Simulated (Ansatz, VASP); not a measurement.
**Two plane-wave programs on ZrB2**

```
Zr B
1.0
     3.13362    0.00000    0.00000
    -1.56681    2.71379    0.00000
     0.00000    0.00000    3.48706
Zr B
1 2
Direct
  0.00000 0.00000 0.00000
  0.33333 0.66667 0.50000
  0.66667 0.33333 0.50000
```

Alike in both runs: functional LDA; k mesh 15 × 15 × 10; occupations gaussian, width 0.1 eV; no spin polarisation.

Ansatz relaxed the structure, and its values are those at the end. VASP's run is a single point on that final structure, the one shown.

|  | VASP | Ansatz |
| --- | --- | --- |
| version | VASP 6.6.1 | Ansatz 0.2.0 |
| potentials or method | VASP PAW LDA potentials, release 64 (Zr_sv, B), cutoff 520 eV | scalar-relativistic, plane waves, PAW |
| valence electrons in the cell | 18 | 18 |

|  | VASP | Ansatz | Ansatz less VASP |
| --- | --- | --- | --- |
| gap on the k mesh at the Fermi level (eV) | none | none | - |
| pressure (GPa) | 0.5 | 0.0 | -0.46 |

Ansatz warns that its potentials were made for another functional, while VASP's fit it. LDA's correlation is that of Perdew and Zunger in VASP and of Perdew and Wang (1992) in Ansatz. A gap of «none» marks a metal or a gap that the smearing closes.
